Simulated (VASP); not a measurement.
# Si13O24 (a cell with a defect) in VASP: further runs

Si13O24 (a cell with a defect) is run at these levels: PBE; tasks: single point.

All numbers are computed with VASP 6.6.1; they aren't measurements. Logs are shortened: lines on timing, memory, paths and dates and some standing lists are left out, and cuts for length are marked.

### 1 The cell of the first run

The cell holds a defect, 37 atoms: a = 6.971 Å, b = 6.971 Å, c = 9.250 Å, α = 70.63°, β = 70.63°, γ = 70.14°.

### 2 Single point, PBE

File INCAR:

```
PREC = Accurate ; ENCUT = 520
EDIFF = 1E-6 ; ISMEAR = -1
SIGMA = 0.05 ; LREAL = Auto
LASPH = T ; NELM = 80
ALGO = Normal ; ISIF = 2
LWAVE = F ; LCHARG = F
GGA = PE ; NBANDS = 122
```

File KPOINTS:

```
Automatic mesh
0
Gamma
  2 2 1
```

File POSCAR:

```
Si13O24
1.0
   -2.3125000000      4.0053670000      5.2160000000
    4.6250000000      0.0000000000      5.2160000000
    4.6250000000      8.0107350000      0.0000000000
Si O
13 24
Direct
    0.9280153601      0.3955275847      0.0310530683
    0.5442317856      0.1132260365      0.9837114779
   -0.0182491730     -0.0015744466      0.2818336439
    0.9099412274      0.3805112266      0.5604918195
    0.5264422942      0.1061497303      0.4681849303
   -0.0214207950     -0.0235753706      0.7782055137
    0.4280335539      0.8582586240      0.2921040989
    0.0489050864      0.5824599443      0.2377331394
    0.4777108434      0.4905598621      0.5411604244
    0.4634850982      0.9140072330      0.8124812620
    0.0119177106      0.6543399581      0.6911432216
    0.4877418000      0.5158816662      0.0346054500
    0.2098367972      0.6753242457      0.8844914502
    0.0547795939      0.1739205594      0.1187016700
    1.0024497251      0.5898048761      0.0678740405
    0.2865306209      0.5911917718      0.1915978630
    0.4149823648      0.3064900279      1.0535416951
    0.5253200400      0.8940818005      0.1081674088
    0.1712059155      0.9107917838      0.3751787415
    0.0592961566      0.1640934139      0.6259222320
    0.9244436704      0.6037196732      0.5645129728
    0.2640319896      0.6472410165      0.6290128162
    0.3875666465      0.3339057461      0.4987748744
    0.5133779026      0.9102417293      0.6179499247
    0.2028531770      0.9249459027      0.8904050101
    0.5583019374      0.6342785841      0.3693913035
    0.4645863500      0.0635578218      0.3260326506
    0.7723144881      0.1212246224      0.4011488379
    0.9118351753      0.8256456529      0.2508340969
   -0.0183075255      0.3831464825      0.3739267818
    0.6645341142      0.3835678796      0.6307532316
    0.5968414875      0.6983463959      0.8988851587
    0.4874248892      0.1248642213      0.8286860611
    0.8035515761      0.1091209699      0.9072926560
    0.8738197543      0.8962530985      0.6879432652
    0.0304406642      0.4296436916      0.8505928567
    0.6912877818      0.4292260218      0.1131530042
```

Potentials or basis: VASP PAW PBE potentials, release 64 (Si, O).

The run is started by

```bash
> cat potpaw_PBE.64/Si/POTCAR potpaw_PBE.64/O/POTCAR > POTCAR
> mpirun -np 1 vasp_std > vasp.out
```

OUTCAR:

```text
PREC = Accurate
   ENCUT = 520
   EDIFF = 1E-6
   ISMEAR = -1
   LREAL = Auto
   LASPH = T
   NELM = 80
   ISIF = 2
   GGA = PE

 ion  position               nearest neighbor table
   1  0.928  0.396  0.031-  37 1.54  36 1.55  14 1.59  15 1.77  12 2.89  13 2.93   3 2.97  11 3.04
                             8 3.09
   2  0.544  0.113  0.984-  17 1.55  33 1.58  18 1.60  34 1.70  10 2.71   7 2.83  12 2.87   6 3.02

   3  0.982  0.998  0.282-  29 1.58  19 1.65  14 1.65  28 1.67   8 2.92   7 2.95   1 2.97   5 3.04
[... 31 lines left out ...]
  24  0.513  0.910  0.618-   5 1.59  10 1.72
  25  0.203  0.925  0.890-  10 1.70  13 1.74   6 2.02
  26  0.558  0.634  0.369-   7 1.58   9 1.61
  27  0.465  0.064  0.326-   5 1.65   7 1.68
  28  0.772  0.121  0.401-   5 1.65   3 1.67
  29  0.912  0.826  0.251-   3 1.58   8 1.66
  30  0.982  0.383  0.374-   8 1.62   4 1.63
  31  0.665  0.384  0.631-   9 1.61   4 1.61
  32  0.597  0.698  0.899-  10 1.58  12 1.65
  33  0.487  0.125  0.829-   2 1.58  10 1.59
  34  0.804  0.109  0.907-   6 1.66   2 1.70
  35  0.874  0.896  0.688-   6 1.59  11 1.63
  36  0.030  0.430  0.851-   1 1.55  11 1.76
  37  0.691  0.429  0.113-   1 1.54  12 1.65

  LATTYP: Found a base centered monoclinic cell.
 ALAT       =    11.4112771001
 B/A-ratio  =     0.7020015962
 C/A-ratio  =     0.8106016471
 COS(beta)  =    -0.4053007856

  Lattice vectors:

 A1 = (   2.3125000000,  -4.0053670000,  -5.2160000000)
 A2 = (  -4.6250000000,   0.0000000000,  -5.2160000000)
 A3 = (   4.6250000000,   8.0107350000,   0.0000000000)

Analysis of symmetry for initial positions (statically):
=====================================================================
 Subroutine PRICEL returns:
 Original cell was already a primitive cell.

 Routine SETGRP: Setting up the symmetry group for a
 base centered monoclinic supercell.

 Subroutine GETGRP returns: Found  1 space group operations
 (whereof  1 operations were pure point group operations)
 out of a pool of  4 trial point group operations.

The static configuration has the point symmetry C_1 .

Analysis of symmetry for dynamics (positions and initial velocities):
=====================================================================
 Subroutine PRICEL returns:
 Original cell was already a primitive cell.

 Routine SETGRP: Setting up the symmetry group for a
 base centered monoclinic supercell.

 Subroutine GETGRP returns: Found  1 space group operations
 (whereof  1 operations were pure point group operations)
 out of a pool of  4 trial point group operations.

The dynamic configuration has the point symmetry C_1 .

 Subroutine INISYM returns: Found  1 space group operations
 (whereof  1 operations are pure point group operations),
 and found     1 'primitive' translations

----------------------------------------------------------------------------------------

                                     Primitive cell

  volume of cell :     386.5019

  direct lattice vectors                    reciprocal lattice vectors
    -2.312500000  4.005367000  5.216000000    -0.108108111  0.062416247  0.095858899
     4.625000000  0.000000000  5.216000000     0.108108111 -0.062416247  0.095858893
     4.625000000  8.010735000  0.000000000     0.054054049  0.093624371 -0.047929443

  length of vectors
     6.971174726  6.971175009  9.250000013     0.157391487  0.157391483  0.118256478

  position of ions in fractional coordinates (direct lattice)
     0.928015360  0.395527585  0.031053068
     0.544231786  0.113226037  0.983711478
     0.981750827  0.998425553  0.281833644
     0.909941227  0.380511227  0.560491820
     0.526442294  0.106149730  0.468184930
     0.978579205  0.976424629  0.778205514
[... 29 lines left out ...]
     0.030440664  0.429643692  0.850592857
     0.691287782  0.429226022  0.113153004

  ion indices of the primitive-cell ions
   primitive index   ion index
                 1           1
                 2           2
                 3           3
                 4           4
                 5           5
[... 52 lines left out ...]
     0.000000000  0.000000000  0.000000000

 -----------------------------------------------------------------------------
|                                                                             |
|           W    W    AA    RRRRR   N    N  II  N    N   GGGG   !!!           |
|           W    W   A  A   R    R  NN   N  II  NN   N  G    G  !!!           |
|           W    W  A    A  R    R  N N  N  II  N N  N  G       !!!           |
|           W WW W  AAAAAA  RRRRR   N  N N  II  N  N N  G  GGG   !            |
|           WW  WW  A    A  R   R   N   NN  II  N   NN  G    G                |
|           W    W  A    A  R    R  N    N  II  N    N   GGGG   !!!           |
|                                                                             |
|     Your reciprocal lattice and k-lattice belong to different lattice       |
|     classes:                                                                |
|                                                                             |
|        The reciprocal lattice is base-centered monoclinic,                  |
|        whereas your k-lattice is face-centered orthorhombic.                |
|                                                                             |
|     Results are often still useful ...                                      |
|                                                                             |
 -----------------------------------------------------------------------------

 Subroutine IBZKPT returns following result:
 ===========================================

 Found      4 irreducible k-points:

 Following reciprocal coordinates:
            Coordinates               Weight
  0.000000  0.000000  0.000000      1.000000
  0.500000 -0.000000  0.000000      1.000000
 -0.000000  0.500000  0.000000      1.000000
  0.500000  0.500000  0.000000      1.000000
   k-points           NKPTS =      4   k-points in BZ     NKDIM =      4   number of bands    NBANDS=    122
   number of dos      NEDOS =    301   number of ions     NIONS =     37
   total plane-waves  NPLWV = 204120
   dimension x,y,z NGX =    54 NGY =   54 NGZ =   70
   dimension x,y,z NGXF=   108 NGYF=  108 NGZF=  140
   ions per type =              13  24
   NGX,Y,Z   is equivalent  to a cutoff of  12.88, 12.88, 12.58 a.u.
   NGXF,Y,Z  is equivalent  to a cutoff of  25.76, 25.76, 25.16 a.u.
 SYSTEM =  unknown system
   PREC   = accura    normal or accurate (medium, high low for compatibility)
   ISTART =      0    job   : 0-new  1-cont  2-samecut
   ICHARG =      2    charge: 1-file 2-atom 10-const
   ISPIN  =      1    spin polarized calculation?
   LNONCOLLINEAR =      F non collinear calculations
   LSORBIT =      F    spin-orbit coupling
   LASPH  =      T    aspherical Exc in radial PAW
   ENCUT  =  520.0 eV  38.22 Ry    6.18 a.u.  12.96 12.96 17.20*2*pi/ulx,y,z
   NELM   =     80;   NELMIN=  2; NELMDL= -5     # of ELM steps
   EDIFF  = 0.1E-05   stopping-criterion for ELM
   LREAL  =      T    real-space projection
   EDIFFG = 0.1E-04   stopping-criterion for IOM
   NSW    =      0    number of steps for IOM
[... 5 lines left out ...]
   TEBEG  =    0.0;   TEEND  =   0.0 temperature during run
   PSTRESS=    0.0 pullay stress
   NELECT =     196.0000    total number of electrons
   NUPDOWN=      -1.0000    fix difference up-down
   EMIN   =  10.00;   EMAX   =-10.00  energy-range for DOS
   EFERMI =   0.00;   METHOD = LEGACY
   ISMEAR =    -1;   SIGMA  =   0.05  broadening in eV -4-tet -1-fermi 0-gaus
   EFERMI_NEDOS =   21; number of points for ismear=-14 and -15
   IALGO  =     38    algorithm
   IMIX   =      4    mixing-type and parameters
     AMIX     =   0.40;   BMIX     =  1.00
     AMIX_MAG =   1.60;   BMIX_MAG =  1.00
  volume/ion in A,a.u.               =      10.45        70.49
  Fermi-wavevector in a.u.,A,eV,Ry     =   1.305498  2.467034 23.188759  1.704326
  Thomas-Fermi vector in A             =   2.436363
   LORBIT       =      0    0 simple, 1 ext, 2 COOP (PROOUT), +10 PAW based schemes
   GGA     = PE    functional components
   LHFCALC =     F    Hartree Fock is set to
   AEXX    =    0.0000 exact exchange contribution
   IVDW    =     0    specifies the selected vdW correction
   LEPSILON=     F    determine dielectric tensor
   LRPA    =     F    only Hartree local field effects (RPA)
 non-spin polarized calculation
  energy-cutoff  :      520.00
  volume of cell :      386.50
 maximum number of plane-waves:     10386
 NGX is ok and might be reduce to    54
   NGX = 25   NGY = 25   NGZ = 35

 number of electron     195.9999998 magnetization

 Free energy of the ion-electron system (eV)
  ---------------------------------------------------
  ext. energy  EPLUGINS =         0.00000000
  ---------------------------------------------------
  free energy    TOTEN  =      -276.93831166 eV

  energy without entropy =     -276.93831166  energy(sigma->0) =     -276.93831166

 E-fermi :   7.1145     XC(G=0): -10.4475

 val. band max:        5.8606612598   @ k =  -0.0000   0.5000   0.0000
 cond. band min:       8.9900176182   @ k =   0.0000   0.0000   0.0000
 fundamental gap:      3.1293563584
 Fermi energy:         7.1144576873

 k-point     1 :       0.0000    0.0000    0.0000
  band No.  band energies     occupation
      1     -16.7727      2.00000
      2     -16.1387      2.00000
      3     -16.0976      2.00000
      4     -15.7502      2.00000
      5     -15.5422      2.00000
      6     -15.3877      2.00000
[... 441 lines left out ...]
    109      12.2342      0.00000
    110      12.4258      0.00000
 [bands above 110 left out]

------------------------ aborting loop because EDIFF is reached ----------------------------------------

  FORCE on cell =-STRESS in cart. coord.  units (eV):
  Direction    XX          YY          ZZ          XY          YZ          ZX
  --------------------------------------------------------------------------------------
  -------------------------------------------------------------------------------------
  Total       28.0407013     42.6633903     46.0376121      1.6634618     -1.1300151      6.9250708
  in kB      116.2379082    176.8537526    190.8410094      6.8955951     -4.6842836     28.7066910
  external PRESSURE =     161.3108901 kB  Pullay stress =       0.0000000 kB

 VOLUME and BASIS-vectors are now :
 -----------------------------------------------------------------------------
  energy-cutoff  :      520.00
  volume of cell :      386.50
      direct lattice vectors                 reciprocal lattice vectors
    -2.312500000  4.005367000  5.216000000    -0.108108111  0.062416247  0.095858899
     4.625000000  0.000000000  5.216000000     0.108108111 -0.062416247  0.095858893
     4.625000000  8.010735000  0.000000000     0.054054049  0.093624371 -0.047929443

 POSITION                                       TOTAL-FORCE (eV/Angst)
 -----------------------------------------------------------------------------------
     -0.17310      3.96580      6.90360         0.435669      2.779848      1.123835
      3.81480     10.06010      3.42930        -2.509952      1.430691      2.483376
      3.65090      6.18997     10.32860         2.993950      1.105135      1.150427
      2.24790      8.13460      6.73100        -0.641878     -0.992429      0.034500
      1.43890      5.85910      3.29960        -2.155330     -2.082447      0.741478
      5.85220     10.15357     10.19730         1.383712      1.957531      1.596182
[... 29 lines left out ...]
      5.85070      6.93580      2.39980        -0.689579     -3.715475      1.652266
      0.90990      3.67530      5.84460         0.976801     -0.495338     -2.179682
 -----------------------------------------------------------------------------------
    total drift:                                0.002778     -0.003754     -0.014637

  FREE ENERGIE OF THE ION-ELECTRON SYSTEM (eV)
  ---------------------------------------------------
  free  energy   TOTEN  =      -276.9383116564 eV

  energy  without entropy=     -276.9383116564  energy(sigma->0) =     -276.93831166
```

It took 4.1 min on 1 thread of Intel Xeon Platinum 8488C (Sapphire Rapids), shared host; peak memory 0.49 GiB.

What came out:

| Item | Value |
| --- | --- |
| Free energy | -276.9383 eV |
| Pressure | 16.1 GPa |
| Largest force | 4.124 eV/Å |
| Band gap on the k mesh | 3.13 eV |

Forces on the atoms (eV/Å):
```
Si   0.436  2.780  1.124
Si  -2.510  1.431  2.483
Si   2.994  1.105  1.150
Si  -0.642 -0.992  0.035
Si  -2.155 -2.082  0.741
Si   1.384  1.958  1.596
Si   3.790  1.004  1.108
Si   1.165 -1.221 -0.372
Si   0.522 -0.760 -0.874
Si  -0.548 -3.974 -0.022
Si  -0.593  0.413 -0.799
Si   2.156  0.021 -1.377
Si   0.589 -0.251 -1.055
O   -0.653  0.886 -0.745
O   -0.479  0.285 -1.223
O   -1.354  0.423  1.908
O    0.118  0.441  0.440
O   -0.680 -0.920 -0.460
O   -1.384 -1.569 -0.365
O   -0.245  2.156 -0.301
O    0.402  1.973  0.760
O   -1.868  0.282  0.227
O    0.314  0.848 -0.162
O    1.789  2.543 -1.268
O    0.082  0.653  2.099
O   -0.424  0.595  0.532
O   -0.099  1.472 -0.310
O   -0.962 -0.280 -0.072
O   -1.533 -0.012 -1.500
O    0.092 -1.326  1.646
O    0.767 -0.482 -0.232
O   -0.971  0.359  0.438
O    0.037 -1.590 -1.053
O    0.683  0.217 -1.225
O   -0.504 -2.175 -2.346
O   -0.690 -3.715  1.652
O    0.977 -0.495 -2.180
```

Stress tensor (GPa, compression positive):
```
11.62  0.69  2.87
 0.69 17.69 -0.47
 2.87 -0.47 19.08
```

Caveat: the k points lie up to 0.74 Å⁻¹ apart; the atoms stand as in a frame of molecular dynamics.

(Part 1 of 3 ends here.)
